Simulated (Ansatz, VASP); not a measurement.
## One calculation of Ge, two programs

INCAR

```
PREC = Accurate
ENCUT = 520
EDIFF = 1E-6
ISMEAR = 0
SIGMA = 0.15
LREAL = False
LASPH = True
NELM = 60
ALGO = Normal
ISIF = 2
LWAVE = False
LCHARG = False
GGA = CA
NBANDS = 21
```

The input KPOINTS:

```
regular mesh
0
Gamma
  14 14 14
```

The input POSCAR:

```
Ge
1.0
    0.0000000000      2.9136331000      2.8287700000
    2.8287700000      0.0000000000      2.8287700000
    2.8287700000      2.9136331000      0.0000000000
Ge
2
Direct
    0.5000000000      0.5000000000      0.5000000000
    0.7500000000      0.7500000000      0.7500000000
```

Input for Ansatz:

```yaml
crystal:
  lattice:
    - [0.0, 2.9136331, 2.82877]
    - [2.82877, 0.0, 2.82877]
    - [2.82877, 2.9136331, 0.0]
  atoms:
    - { symbol: Ge, position: [0.5, 0.5, 0.5] }
    - { symbol: Ge, position: [0.75, 0.75, 0.75] }
basis:
  ecutwfc: 420
kpoints:
  mp_grid: { grid: [14, 14, 14] }
hamiltonian:
  xc: lda
scf:
  occupations: { method: gaussian, width: 0.15 }
output:
  forces: true
  stress: true
  eigenvalues: true
```

Change from the starting cell: strain +0.0300 x Voigt [0, 1, 0, 0, 0, 0], atoms carried along.

Alike in both runs: task single point; functional LDA; k mesh 14 × 14 × 14; occupations gaussian, width 0.15 eV; no spin polarisation.

|  | VASP | Ansatz |
| --- | --- | --- |
| version | VASP 6.6.1 | Ansatz 0.2.0 |
| potentials or method | VASP PAW LDA potentials, release 64 (Ge_d), cutoff 520 eV | scalar-relativistic, plane waves, PAW |
| valence electrons in the cell | 28 | 28 |

```tsv
	VASP	Ansatz	Ansatz less VASP
gap on the k mesh at the Fermi level (eV)	none	none	-
pressure (GPa)	-2.9	-3.1	-0.14
traceless stress, the component that is largest in VASP (GPa)	-1.45	-1.44	+0.003
```

LDA's correlation is that of Perdew and Zunger in VASP and of Perdew and Wang (1992) in Ansatz. A gap of «none» marks a metal or a gap that the smearing closes.
